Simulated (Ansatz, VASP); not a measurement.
## BaTiO3: VASP beside Ansatz

Contents of INCAR:

```
ALGO = Normal ; EDIFF = 1E-7
ENCUT = 520 ; GGA = PE
ISIF = 2 ; ISMEAR = -1
LASPH = True ; LCHARG = False
LDAU = True ; LDAUJ = 0 0 0
LDAUL = -1 2 -1 ; LDAUPRINT = 1
LDAUTYPE = 2 ; LDAUU = 0 7 0
LMAXMIX = 4 ; LREAL = False
LWAVE = False ; NBANDS = 28
NELM = 150 ; PREC = Accurate
SIGMA = 0.02
```

KPOINTS

```
k-points
0
Gamma
  6 6 6
```

File POSCAR:

```
BaTiO3
1.0
    3.9998000000      0.0000000000      0.0000000000
    0.0000000000      3.9998000000      0.0000000000
    0.0000000000      0.0000000000      4.0180000000
Ba Ti O
1 1 3
Direct
    0.0000000000      0.0000000000      0.0000000000
    0.5000000000      0.5000000000      0.4900000000
    0.5000000000      0.5000000000      0.0190000000
    0.5000000000      0.0000000000      0.5170000000
    0.0000000000      0.5000000000      0.5170000000
```

Input for Ansatz:

```yaml
crystal:
  lattice:
    a: 3.9998
    b: 3.9998
    c: 4.018
    alpha: 90.0
    beta: 90.0
    gamma: 90.0
  atoms:
    - { symbol: Ba, position: [0.0, 0.0, 0.0] }
    - { symbol: Ti, position: [0.5, 0.5, 0.49] }
    - { symbol: O, position: [0.5, 0.5, 0.019] }
    - { symbol: O, position: [0.5, 0.0, 0.517] }
    - { symbol: O, position: [0.0, 0.5, 0.517] }
kpoints:
  mp_grid:
    grid: [6, 6, 6]
hamiltonian:
  xc: pbe
  hubbard:
    - { species: Ti, l: d, u_eff: 7.0 }
scf:
  occupations:
    method: fermi_dirac
    width: 0.02
output:
  eigenvalues: true
```

Alike in both runs: task single point; functional PBE; k mesh 6 × 6 × 6; occupations fermi-dirac, width 0.02 eV; no spin polarisation; Hubbard terms Ti d U = 7.0 eV.

|  | VASP | Ansatz |
| --- | --- | --- |
| version | VASP 6.6.1 | Ansatz 0.2.0 |
| potentials or method | VASP PAW PBE potentials, release 64 (Ba_sv, Ti_sv, O) | plane waves, PAW |
| plane-wave cutoff (eV) | 520 | 420 |
| valence electrons in the cell | 40 | 40 |

VASP gave:

* gap on the k mesh at the Fermi level (eV): 2.66

Task: Estimate Ansatz's values.

Result: gap on the k mesh at the Fermi level (eV): 2.77.

The programs project onto different local orbitals, so the same U acts differently, and such runs can settle in different states.

Spin-orbit coupling is off throughout.
